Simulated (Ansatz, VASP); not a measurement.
## Two plane-wave programs on CaV2

The input INCAR:

```
PREC     = Accurate       # precision mode
ENCUT    = 600            # plane-wave cutoff, eV
EDIFF    = 1E-7           # SCF threshold, eV
ISMEAR   = 0              # smearing method
SIGMA    = 0.1            # smearing width, eV
LREAL    = False          # projectors in reciprocal space
LASPH    = True           # aspherical terms in the spheres
NELM     = 150            # most SCF steps
ALGO     = Normal         # electronic algorithm
ISIF     = 3              # what is computed and relaxed
LWAVE    = False          # write WAVECAR
LCHARG   = False          # write CHGCAR
ISPIN    = 2              # spin polarisation
MAGMOM   = 0.15 0.93 0.93 # initial moments
LORBIT   = 11             # projections on sites
LMAXMIX  = 4              # l up to which the mixer works
GGA      = PE             # functional
IBRION   = 2              # ionic algorithm
NSW      = 90             # ionic steps
EDIFFG   = -0.04          # ionic threshold
```

KPOINTS

```
regular mesh
0
Gamma
  6 6 6
```

File POSCAR:

```
CaV2
1.0
    0.0000000000      2.9790347585      2.9790347585
    2.9790347585      0.0000000000      2.9790347585
    2.9790347585      2.9790347585      0.0000000000
Ca V
1 2
Direct
    0.0000000000      0.0000000000      0.0000000000
    0.2500000000      0.2500000000      0.2500000000
    0.7500000000      0.7500000000      0.7500000000
```

Input for Ansatz:

```yaml
crystal:
  lattice:
    - [0.0, 2.9790347585, 2.9790347585]
    - [2.9790347585, 0.0, 2.9790347585]
    - [2.9790347585, 2.9790347585, 0.0]
  atoms:
    - { symbol: Ca, position: [0.0, 0.0, 0.0], spin: 0.15 }
    - { symbol: V, position: [0.25, 0.25, 0.25], spin: 0.93 }
    - { symbol: V, position: [0.75, 0.75, 0.75], spin: 0.93 }
basis:
  ecutwfc: 420
kpoints:
  mp_grid: { grid: [6, 6, 6] }
hamiltonian:
  xc: pbe
scf:
  occupations: { method: gaussian, width: 0.1 }
  lower_state_search: "off"
output:
  forces: true
  stress: true
  eigenvalues: true
  populations: true
magnetization:
  spin_polarized: true
relax:
  adjacent_minimum: "off"
  f_tol: 0.04
  max_steps: 70
  cell: { stress_tol: 0.4 }
```

Alike in both runs: task relaxation of cell and atoms; functional PBE; k mesh 6 × 6 × 6; occupations gaussian, width 0.1 eV; collinear spin.

|  | VASP | Ansatz |
| --- | --- | --- |
| version | VASP 6.6.1 | Ansatz 0.2.0 |
| potentials or method | VASP PAW PBE potentials, release 64 (Ca_sv, V_sv), cutoff 600 eV | scalar-relativistic, plane waves, PAW |
| valence electrons in the cell | 36 | 36 |

```csv
,VASP,Ansatz,Ansatz less VASP
"gap on the k mesh at the Fermi level, each at its own relaxed structure (eV)",none,none,-
net moment per atom (μB),2.76,2.81,+0.057
size of the moment on the site where the two differ most (μB),3.01,3.21,+0.206
relaxed volume (Å³/atom),28.91,29.52,+0.612
relaxed cell length with the largest relative difference (Å),4.969,5.003,+0.0348
```

Site moments also hang on the region over which each program counts them. A gap of «none» marks a metal or a gap that the smearing closes.

Noted on VASP's run: the volume moved by over 15 % at a fixed basis, so the end points are rough; too few bands were computed for a metal, which touches its energy and stress.
